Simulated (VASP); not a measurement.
# PbS (F-43m) in VASP: settings compared

The runs below take PbS through single point, with PBE, r2SCAN.

Program: VASP 6.6.1. These are calculated values, not measurements. Logs are shortened: lines on timing, memory, paths and dates and some standing lists are left out, and cuts for length are marked.

## 1. The cell of the first run

It takes space group F-43m (No. 216, cubic). The conventional cell has a = 6.602 Å, b = 6.602 Å, c = 6.602 Å, α = 90.00°, β = 90.00°, γ = 90.00°. Pb (site symmetry -43m) has 4 S at 2.86 Å within 3.8 Å. Within 3.8 Å of S (site symmetry -43m) lie 4 Pb at 2.86 Å.

## 2. Single point, PBE

File INCAR:

```
PREC = Accurate
ENCUT = 500
EDIFF = 1E-6
ISMEAR = 0
SIGMA = 0.01
LREAL = F
LASPH = T
NELM = 120
ALGO = Normal
ISIF = 2
LWAVE = F
LCHARG = T
GGA = PE
LELF = T
LVHAR = T
NBANDS = 17
GGA_COMPAT = F
```

File KPOINTS:

```
regular mesh
0
Gamma
  2 2 2
```

File POSCAR:

```
PbS
1.0
    0.0000000000      3.3009774971      3.3009774971
    3.3009774971      0.0000000000      3.3009774971
    3.3009774971      3.3009774971      0.0000000000
Pb S
1 1
Direct
    0.0000000000      0.0000000000      0.0000000000
    0.2500000000      0.2500000000      0.2500000000
```

Potentials or basis: VASP PAW PBE potentials, release 64 (Pb_d, S).

On the command line:

```bash
$ cat potpaw_PBE.64/Pb_d/POTCAR potpaw_PBE.64/S/POTCAR > POTCAR
$ mpirun -np 1 vasp_std > vasp.out
```

OUTCAR:

```text
PREC = Accurate
   ENCUT = 500
   EDIFF = 1E-6
   ISMEAR = 0
   LREAL = F
   LASPH = T
   NELM = 120
   ISIF = 2
   GGA = PE

 ion  position               nearest neighbor table
   1  0.000  0.000  0.000-   2 2.86   2 2.86   2 2.86   2 2.86
   2  0.250  0.250  0.250-   1 2.86   1 2.86   1 2.86   1 2.86

  LATTYP: Found a face centered cubic cell.
 ALAT       =     6.6019549942

  Lattice vectors:

 A1 = (   0.0000000000,   3.3009774971,   3.3009774971)
 A2 = (   3.3009774971,   0.0000000000,   3.3009774971)
 A3 = (   3.3009774971,   3.3009774971,   0.0000000000)

Analysis of symmetry for initial positions (statically):
=====================================================================
 Subroutine PRICEL returns:
 Original cell was already a primitive cell.

 Routine SETGRP: Setting up the symmetry group for a
 face centered cubic supercell.

 Subroutine GETGRP returns: Found 24 space group operations
 (whereof 24 operations were pure point group operations)
 out of a pool of 48 trial point group operations.

The static configuration has the point symmetry T_d .

Analysis of symmetry for dynamics (positions and initial velocities):
=====================================================================
 Subroutine PRICEL returns:
 Original cell was already a primitive cell.

 Routine SETGRP: Setting up the symmetry group for a
 face centered cubic supercell.

 Subroutine GETGRP returns: Found 24 space group operations
 (whereof 24 operations were pure point group operations)
 out of a pool of 48 trial point group operations.

The dynamic configuration has the point symmetry T_d .

 Subroutine INISYM returns: Found 24 space group operations
 (whereof 24 operations are pure point group operations),
 and found     1 'primitive' translations

----------------------------------------------------------------------------------------

                                     Primitive cell

  volume of cell :      71.9379

  direct lattice vectors                    reciprocal lattice vectors
     0.000000000  3.300977497  3.300977497    -0.151470284  0.151470284  0.151470284
     3.300977497  0.000000000  3.300977497     0.151470284 -0.151470284  0.151470284
     3.300977497  3.300977497  0.000000000     0.151470284  0.151470284 -0.151470284

  length of vectors
     4.668287145  4.668287145  4.668287145     0.262354228  0.262354228  0.262354228

  position of ions in fractional coordinates (direct lattice)
     0.000000000  0.000000000  0.000000000
     0.250000000  0.250000000  0.250000000

  ion indices of the primitive-cell ions
   primitive index   ion index
                 1           1
                 2           2

----------------------------------------------------------------------------------------

 KPOINTS: regular mesh

Automatic generation of k-mesh.
 Grid dimensions read from file:
 generate k-points for:    2    2    2

 Generating k-lattice:

  Cartesian coordinates                     Fractional coordinates (reciprocal lattice)
    -0.075735142  0.075735142  0.075735142     0.500000000  0.000000000  0.000000000
     0.075735142 -0.075735142  0.075735142     0.000000000  0.500000000  0.000000000
     0.075735142  0.075735142 -0.075735142     0.000000000  0.000000000  0.500000000

  Length of vectors
     0.131177114  0.131177114  0.131177114

  Shift w.r.t. Gamma in fractional coordinates (k-lattice)
     0.000000000  0.000000000  0.000000000

 Subroutine IBZKPT returns following result:
 ===========================================

 Found      3 irreducible k-points:

 Following reciprocal coordinates:
            Coordinates               Weight
  0.000000  0.000000  0.000000      1.000000
  0.500000  0.000000  0.000000      4.000000
  0.500000  0.500000  0.000000      3.000000
   k-points           NKPTS =      3   k-points in BZ     NKDIM =      3   number of bands    NBANDS=     17
   number of dos      NEDOS =    301   number of ions     NIONS =      2
   total plane-waves  NPLWV =  46656
   dimension x,y,z NGX =    36 NGY =   36 NGZ =   36
   dimension x,y,z NGXF=    72 NGYF=   72 NGZF=   72
   ions per type =               1   1
   NGX,Y,Z   is equivalent  to a cutoff of  12.82, 12.82, 12.82 a.u.
   NGXF,Y,Z  is equivalent  to a cutoff of  25.64, 25.64, 25.64 a.u.
 SYSTEM =  unknown system
   PREC   = accura    normal or accurate (medium, high low for compatibility)
   ISTART =      0    job   : 0-new  1-cont  2-samecut
   ICHARG =      2    charge: 1-file 2-atom 10-const
   ISPIN  =      1    spin polarized calculation?
   LNONCOLLINEAR =      F non collinear calculations
   LSORBIT =      F    spin-orbit coupling
   LASPH  =      T    aspherical Exc in radial PAW
   ENCUT  =  500.0 eV  36.75 Ry    6.06 a.u.   8.51  8.51  8.51*2*pi/ulx,y,z
   NELM   =    120;   NELMIN=  2; NELMDL= -5     # of ELM steps
   EDIFF  = 0.1E-05   stopping-criterion for ELM
   LREAL  =      F    real-space projection
   EDIFFG = 0.1E-04   stopping-criterion for IOM
   NSW    =      0    number of steps for IOM
   IBRION =     -1    ionic relax: 0-MD 1-quasi-New 2-CG
   NFREE  =      0    steps in history (QN), initial steepest desc. (CG)
   ISIF   =      2    stress and relaxation
   ISYM   =      2    0-nonsym 1-usesym 2-fastsym
   POTIM  = 0.5000    time-step for ionic-motion
   TEBEG  =    0.0;   TEEND  =   0.0 temperature during run
   PSTRESS=    0.0 pullay stress
   NELECT =      20.0000    total number of electrons
   NUPDOWN=      -1.0000    fix difference up-down
   EMIN   =  10.00;   EMAX   =-10.00  energy-range for DOS
   EFERMI =   0.00;   METHOD = LEGACY
   ISMEAR =     0;   SIGMA  =   0.01  broadening in eV -4-tet -1-fermi 0-gaus
   EFERMI_NEDOS =   21; number of points for ismear=-14 and -15
   IALGO  =     38    algorithm
   IMIX   =      4    mixing-type and parameters
     AMIX     =   0.40;   BMIX     =  1.00
     AMIX_MAG =   1.60;   BMIX_MAG =  1.00
  volume/ion in A,a.u.               =      35.97       242.73
  Fermi-wavevector in a.u.,A,eV,Ry     =   1.068478  2.019131 15.533028  1.141645
  Thomas-Fermi vector in A             =   2.204127
   LORBIT       =      0    0 simple, 1 ext, 2 COOP (PROOUT), +10 PAW based schemes
   GGA     = PE    functional components
   LHFCALC =     F    Hartree Fock is set to
   AEXX    =    0.0000 exact exchange contribution
   IVDW    =     0    specifies the selected vdW correction
   LEPSILON=     F    determine dielectric tensor
   LRPA    =     F    only Hartree local field effects (RPA)
 non-spin polarized calculation
 Gauss-broadening in eV      SIGMA  =   0.01
  energy-cutoff  :      500.00
  volume of cell :       71.94
 maximum number of plane-waves:      1850
 NGX is ok and might be reduce to    36
   NGX = 17   NGY = 17   NGZ = 17

 number of electron      19.9999996 magnetization

 Free energy of the ion-electron system (eV)
  ---------------------------------------------------
  ext. energy  EPLUGINS =         0.00000000
  ---------------------------------------------------
  free energy    TOTEN  =        -8.60293275 eV

  energy without entropy =       -8.60293275  energy(sigma->0) =       -8.60293275

 E-fermi :   2.4841     XC(G=0):  -7.9501

 val. band max:        2.3718279757   @ k =   0.5000   0.5000   0.0000
 cond. band min:       3.6725509636   @ k =   0.5000   0.5000   0.0000
 fundamental gap:      1.3007229878
 Fermi energy:         2.4841336374

 k-point     1 :       0.0000    0.0000    0.0000
  band No.  band energies     occupation
      1     -13.8178      2.00000
      2     -13.8178      2.00000
      3     -13.8178      2.00000
      4     -13.7811      2.00000
      5     -13.7811      2.00000
      6      -9.7717      2.00000
      7      -3.1043      2.00000
      8       1.1182      2.00000
      9       1.1182      2.00000
     10       1.1182      2.00000
     11       5.3437      0.00000
     12       5.3437      0.00000
     13       5.3437      0.00000
     14       8.1163      0.00000
     15      11.4744      0.00000
     16      11.4744      0.00000
     17      12.4914      0.00000

 k-point     2 :       0.5000    0.0000    0.0000
  band No.  band energies     occupation
      1     -13.8481      2.00000
      2     -13.8079      2.00000
      3     -13.8079      2.00000
      4     -13.7767      2.00000
      5     -13.7767      2.00000
      6      -9.0460      2.00000
      7      -4.8652      2.00000
      8       0.6138      2.00000
      9       0.6138      2.00000
     10       0.9223      2.00000
     11       6.0542      0.00000
     12       6.0542      0.00000
     13       6.4502      0.00000
     14       9.9046      0.00000
     15      11.3790      0.00000
     16      11.6650      0.00000
     17      11.6650      0.00000

 k-point     3 :       0.5000    0.5000    0.0000
  band No.  band energies     occupation
      1     -13.8718      2.00000
      2     -13.7906      2.00000
      3     -13.7906      2.00000
      4     -13.7906      2.00000
      5     -13.7718      2.00000
      6      -8.7558      2.00000
      7      -5.2609      2.00000
      8      -0.0775      2.00000
      9      -0.0775      2.00000
     10       2.3718      2.00000
     11       3.6726      0.00000
     12       7.9425      0.00000
     13       7.9425      0.00000
     14       8.7764      0.00000
     15      11.5504      0.00000
     16      12.7206      0.00000
     17      13.0626      0.00000

------------------------ aborting loop because EDIFF is reached ----------------------------------------

  FORCE on cell =-STRESS in cart. coord.  units (eV):
  Direction    XX          YY          ZZ          XY          YZ          ZX
  --------------------------------------------------------------------------------------
  -------------------------------------------------------------------------------------
  Total       -0.1368643     -0.1368643     -0.1368643     -0.0000000     -0.0000000      0.0000000
  in kB       -3.0481975     -3.0481975     -3.0481975     -0.0000000     -0.0000000      0.0000000
  external PRESSURE =      -3.0481975 kB  Pullay stress =       0.0000000 kB

 VOLUME and BASIS-vectors are now :
 -----------------------------------------------------------------------------
  energy-cutoff  :      500.00
  volume of cell :       71.94
      direct lattice vectors                 reciprocal lattice vectors
     0.000000000  3.300977497  3.300977497    -0.151470284  0.151470284  0.151470284
     3.300977497  0.000000000  3.300977497     0.151470284 -0.151470284  0.151470284
     3.300977497  3.300977497  0.000000000     0.151470284  0.151470284 -0.151470284

 POSITION                                       TOTAL-FORCE (eV/Angst)
 -----------------------------------------------------------------------------------
      0.00000      0.00000      0.00000        -0.000000     -0.000000     -0.000000
      1.65049      1.65049      1.65049         0.000000      0.000000      0.000000
 -----------------------------------------------------------------------------------
    total drift:                                0.000000      0.000000      0.000000

  FREE ENERGIE OF THE ION-ELECTRON SYSTEM (eV)
  ---------------------------------------------------
  free  energy   TOTEN  =        -8.6029327504 eV

  energy  without entropy=       -8.6029327504  energy(sigma->0) =       -8.60293275
```

It took 7.5 s on 1 thread of Intel Xeon 6975P-C (Granite Rapids), shared host; peak memory 0.19 GiB.

Results:

```
Free energy            : -8.6029 eV
Pressure               : -0.3 GPa
Band gap on the k mesh : 1.30 eV
```

Levels at points of the mesh, in eV from the valence-band top:
| k point | band 7 | band 8 | band 9 | band 10 | band 11 | band 12 | band 13 | band 14 |
| --- | --- | --- | --- | --- | --- | --- | --- | --- |
| (0.00, 0.00, 0.00) | -5.48 | -1.25 | -1.25 | -1.25 | 2.97 | 2.97 | 2.97 | 5.74 |
| (0.50, 0.00, 0.00) | -7.24 | -1.76 | -1.76 | -1.45 | 3.68 | 3.68 | 4.08 | 7.53 |
| (0.50, 0.50, 0.00) | -7.63 | -2.45 | -2.45 | 0.00 | 1.30 | 5.57 | 5.57 | 6.40 |

Caveat: the k points lie up to 0.82 Å⁻¹ apart; spin-orbit coupling is left out, which moves the levels of the heavy elements. A k mesh can miss the band edges.

## 3. Single point, PBE

File INCAR:

```
SYSTEM = PbS
ALGO     = Normal         ! electronic algorithm
EDIFF    = 1E-6           ! SCF threshold, eV
ENCUT    = 500            ! plane-wave cutoff, eV
GGA      = PE             ! functional
GGA_COMPAT= .False.      
ISIF     = 2              ! what is computed and relaxed
ISMEAR   = 0              ! smearing method
LASPH    = .True.         ! aspherical terms in the spheres
LCHARG   = .False.        ! write CHGCAR
LREAL    = .False.        ! projectors in reciprocal space
LWAVE    = .False.        ! write WAVECAR
NBANDS   = 17             ! bands
NELM     = 120            ! most SCF steps
PREC     = Accurate       ! precision mode
SIGMA    = 0.01           ! smearing width, eV
```

File KPOINTS:

```
k-points
0
Gamma
  2 2 2
  0 0 0
```

POSCAR is that of step 2.

Potentials or basis: VASP PAW PBE potentials, release 64 (Pb_d, S).

On the command line:

```bash
$ cat potpaw_PBE.64/Pb_d/POTCAR potpaw_PBE.64/S/POTCAR > POTCAR
$ mpirun -np 1 vasp_std > vasp.out
```

Wall time 4.5 s (1 thread of Intel Xeon 6975P-C (Granite Rapids), shared host); peak memory 0.19 GiB.

It converged, with:

```yaml
Free_energy: -8.6029 eV
Pressure: -0.3 GPa
Band_gap_on_the_k_mesh: 1.30 eV
```

Levels at points of the mesh, in eV from the valence-band top:
| k point | band 6 | band 7 | band 8 | band 9 | band 10 | band 11 | band 12 | band 13 | band 14 | band 15 |
| --- | --- | --- | --- | --- | --- | --- | --- | --- | --- | --- |
| (0.00, 0.00, 0.00) | -12.14 | -5.48 | -1.25 | -1.25 | -1.25 | 2.97 | 2.97 | 2.97 | 5.74 | 9.10 |
| (0.50, 0.00, 0.00) | -11.42 | -7.24 | -1.76 | -1.76 | -1.45 | 3.68 | 3.68 | 4.08 | 7.53 | 9.01 |
| (0.50, 0.50, 0.00) | -11.13 | -7.63 | -2.45 | -2.45 | 0.00 | 1.30 | 5.57 | 5.57 | 6.40 | 9.18 |

Caveat: the k points lie up to 0.82 Å⁻¹ apart; spin-orbit coupling is left out, which moves the levels of the heavy elements. A k mesh can miss the band edges.

## 4. Single point, r2SCAN

POSCAR is that of step 3.

File INCAR.step1:

```
SYSTEM = PbS
PREC = Accurate
ENCUT = 550
ISMEAR = 0
SIGMA = 0.01
LREAL = .FALSE.
LASPH = .TRUE.
NELM = 120
NBANDS = 17
GGA = PE
ALGO = Normal
EDIFF = 1E-5
LWAVE = .TRUE.
LCHARG = .FALSE.
GGA_COMPAT = .FALSE.
```

File INCAR.step2:

```
SYSTEM = PbS
PREC = Accurate
ENCUT = 550
EDIFF = 1E-6
ISMEAR = 0
SIGMA = 0.01
LREAL = .FALSE.
LASPH = .TRUE.
NELM = 120
ALGO = Normal
ISIF = 2
LWAVE = .FALSE.
LCHARG = .FALSE.
METAGGA = R2SCAN
LMIXTAU = .TRUE.
NBANDS = 17
ISTART = 1
GGA_COMPAT = .FALSE.
```

File KPOINTS:

```
regular mesh
0
G
  4 4 4
  0 0 0
```

Potentials or basis: VASP PAW PBE potentials, release 64 (Pb_d, S).

On the command line:

```bash
$ cat potpaw_PBE.64/Pb_d/POTCAR potpaw_PBE.64/S/POTCAR > POTCAR
$ cp INCAR.step1 INCAR
$ mpirun -np 1 vasp_std > vasp.out
$ cp INCAR.step2 INCAR
$ mpirun -np 1 vasp_std > vasp.out
```

OUTCAR:

```text
SYSTEM = PbS
   PREC = Accurate
   ENCUT = 550
   EDIFF = 1E-6
   ISMEAR = 0
   LREAL = .FALSE.
   LASPH = .TRUE.
   NELM = 120
   ISIF = 2
   METAGGA = R2SCAN
   ISTART = 1

 ion  position               nearest neighbor table
   1  0.000  0.000  0.000-   2 2.86   2 2.86   2 2.86   2 2.86
   2  0.250  0.250  0.250-   1 2.86   1 2.86   1 2.86   1 2.86

  LATTYP: Found a face centered cubic cell.
 ALAT       =     6.6019549942

  Lattice vectors:

 A1 = (   0.0000000000,   3.3009774971,   3.3009774971)
 A2 = (   3.3009774971,   0.0000000000,   3.3009774971)
 A3 = (   3.3009774971,   3.3009774971,   0.0000000000)

Analysis of symmetry for initial positions (statically):
=====================================================================
 Subroutine PRICEL returns:
 Original cell was already a primitive cell.

 Routine SETGRP: Setting up the symmetry group for a
 face centered cubic supercell.

 Subroutine GETGRP returns: Found 24 space group operations
 (whereof 24 operations were pure point group operations)
 out of a pool of 48 trial point group operations.

The static configuration has the point symmetry T_d .
[... 140 lines left out ...]
  free energy    TOTEN  =       -65.11717307 eV

  energy without entropy =      -65.11717307  energy(sigma->0) =      -65.11717307

 E-fermi :   2.7693     XC(G=0):  -8.4705

 val. band max:        2.6973067961   @ k =  -0.2500   0.5000   0.2500
 cond. band min:       3.6504315862   @ k =   0.5000   0.5000   0.0000
 fundamental gap:      0.9531247901
 Fermi energy:         2.7692812529

 k-point     1 :       0.0000    0.0000    0.0000
  band No.  band energies     occupation
      1     -14.5445      2.00000
      2     -14.5445      2.00000
      3     -14.5445      2.00000
      4     -14.5024      2.00000
      5     -14.5024      2.00000
      6     -10.5101      2.00000
[... 137 lines left out ...]
      4     -14.5059      2.00000
      5     -14.4974      2.00000
      6      -9.4571      2.00000
[... 9 lines left out ...]
     16      12.7416      0.00000
     17      12.9032      0.00000

------------------------ aborting loop because EDIFF is reached ----------------------------------------

  FORCE on cell =-STRESS in cart. coord.  units (eV):
  Direction    XX          YY          ZZ          XY          YZ          ZX
  --------------------------------------------------------------------------------------
  -------------------------------------------------------------------------------------
  Total       -0.0219370     -0.0219370     -0.0219370      0.0000000      0.0000000     -0.0000000
  in kB       -0.4885727     -0.4885727     -0.4885727      0.0000000      0.0000000     -0.0000000
  external PRESSURE =      -0.4885727 kB  Pullay stress =       0.0000000 kB

 VOLUME and BASIS-vectors are now :
 -----------------------------------------------------------------------------
  energy-cutoff  :      550.00
  volume of cell :       71.94
      direct lattice vectors                 reciprocal lattice vectors
     0.000000000  3.300977497  3.300977497    -0.151470284  0.151470284  0.151470284
     3.300977497  0.000000000  3.300977497     0.151470284 -0.151470284  0.151470284
     3.300977497  3.300977497  0.000000000     0.151470284  0.151470284 -0.151470284

 POSITION                                       TOTAL-FORCE (eV/Angst)
 -----------------------------------------------------------------------------------
      0.00000      0.00000      0.00000        -0.000000     -0.000000     -0.000000
      1.65049      1.65049      1.65049         0.000000      0.000000      0.000000
 -----------------------------------------------------------------------------------
    total drift:                                0.000000      0.000000      0.000000

  FREE ENERGIE OF THE ION-ELECTRON SYSTEM (eV)
  ---------------------------------------------------
  free  energy   TOTEN  =       -65.1171730718 eV

  energy  without entropy=      -65.1171730718  energy(sigma->0) =      -65.11717307
```

OUTCAR.step1:

```text
SYSTEM = PbS
   PREC = Accurate
   ENCUT = 550
   ISMEAR = 0
   LREAL = .FALSE.
   LASPH = .TRUE.
[... 362 lines left out ...]
      0.00000      0.00000      0.00000        -0.000000     -0.000000     -0.000000
      1.65049      1.65049      1.65049         0.000000      0.000000      0.000000
 -----------------------------------------------------------------------------------
    total drift:                                0.000000      0.000000      0.000000

  FREE ENERGIE OF THE ION-ELECTRON SYSTEM (eV)
  ---------------------------------------------------
  free  energy   TOTEN  =        -8.4105848465 eV

  energy  without entropy=       -8.4105848465  energy(sigma->0) =       -8.41058485
```

It took 26 s on 1 thread of Intel Xeon 6975P-C (Granite Rapids), shared host; peak memory 0.21 GiB.

Results:

- Free energy: -65.1172 eV
- Pressure: 0.0 GPa
- Band gap on the k mesh: 0.95 eV (least direct gap 1.45 eV)

Levels at points of the mesh, in eV from the valence-band top:
```csv
k point,band 8,band 9,band 10,band 11,band 12,band 13
"(0.00, 0.00, 0.00)",-1.85,-1.85,-1.85,2.74,2.74,2.74
"(0.50, 0.00, 0.00)",-2.36,-2.36,-1.95,3.46,3.46,3.83
"(0.50, 0.50, 0.00)",-3.07,-3.07,-0.49,0.95,5.46,5.46
```

Caveat: the PAW data sets were made with another functional, which shifts forces and pressure a little; spin-orbit coupling is left out, which moves the levels of the heavy elements.
